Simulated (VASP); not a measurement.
Ti3H: single point with PBE

The system is Ti3H, a slab with vacuum.

```
Ti H
1.0
     4.60374    0.00000    0.00000
    -2.30187    3.98696    0.00000
     0.00000    0.00000   22.49682
Ti H
6 2
Direct
  0.66667 0.33333 0.17780
  0.33333 0.66667 0.21957
  0.00000 0.00000 0.26135
  0.66667 0.33333 0.29805
  0.33333 0.66667 0.33046
  0.00000 0.00000 0.37769
  0.25928 0.74072 0.46881
  0.40739 0.59261 0.46881
```

```
Program             : VASP 6.6.1
Task                : single point
Functional          : PBE
Potentials or basis : VASP PAW PBE potentials, release 64 (Ti_sv, H)
Cutoff              : 520 eV
k mesh              : 6 × 6 × 1
Occupations         : gaussian, width 0.1 eV
Spin                : no spin polarisation
```

- Largest force: 3.442 eV/Å
- Band gap on the k mesh: zero (bands 37 and 38 overlap by 0.25 eV)

Forces on the atoms (eV/Å):
```
Ti   0.024 -0.014  0.123
Ti  -0.019  0.011  0.443
Ti  -0.016  0.009 -0.421
Ti  -0.013  0.007 -0.053
Ti   0.001  0.000  0.318
Ti  -0.004  0.002  0.034
H    2.975 -1.717 -0.220
H   -2.948  1.702 -0.225
```

Levels at points of the mesh, in eV from the Fermi level:
```
           k point  band 33  band 34  band 35  band 36  band 37  band 38  band 39  band 40  band 41  band 42
(0.00, 0.00, 0.00)    -0.62    -0.46    -0.46    -0.27    -0.21    -0.15     0.01     0.02     0.56     0.84
(0.50, 0.00, 0.00)    -0.67    -0.37    -0.30    -0.25    -0.09     0.03     0.24     0.36     0.47     0.74
(0.50, 0.50, 0.00)    -0.65    -0.37    -0.34    -0.27    -0.10     0.03     0.11     0.34     0.38     0.72
```

It took 8 min on 1 thread of Intel(R) Xeon(R) 6975P-C (Granite Rapids), on a shared host, peak memory 0.55 GiB.
